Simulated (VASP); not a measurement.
Input of a VASP 6.6.1 run:

INCAR

```
ALGO = Normal ; EDIFF = 1E-6
ENCUT = 500 ; GGA = PS
GGA_COMPAT = F ; ISIF = 2
ISMEAR = 1 ; LASPH = T
LCHARG = F ; LMAXMIX = 6
LREAL = F ; LWAVE = F
NBANDS = 12 ; NELM = 200
PREC = Accurate ; SIGMA = 0.1
```

KPOINTS

```
k-points
0
Gamma
  6 6 6
```

The input POSCAR:

```
La
1.0
   -2.0766833589      2.0766833589      2.0766833589
    2.0766833589     -2.0766833589      2.0766833589
    2.0766833589      2.0766833589     -2.0766833589
La
1
Direct
    0.0000000000      0.0000000000      0.0000000000
```

Potentials or basis: VASP PAW PBE potentials, release 64 (La).

Launch:

```bash
$ cat potpaw_PBE.64/La/POTCAR > POTCAR
$ mpirun -np 1 vasp_std > vasp.out
```

Task: Predict the pressure.

Result: 0.0 GPa.

Task: Predict the band gap on the k mesh.

Result: Zero (an odd number of electrons rules out a gap without spin polarisation).

Caveat: the PAW data sets were made with another functional, which shifts forces and pressure a little; spin-orbit coupling is left out, which moves the levels of the heavy elements.
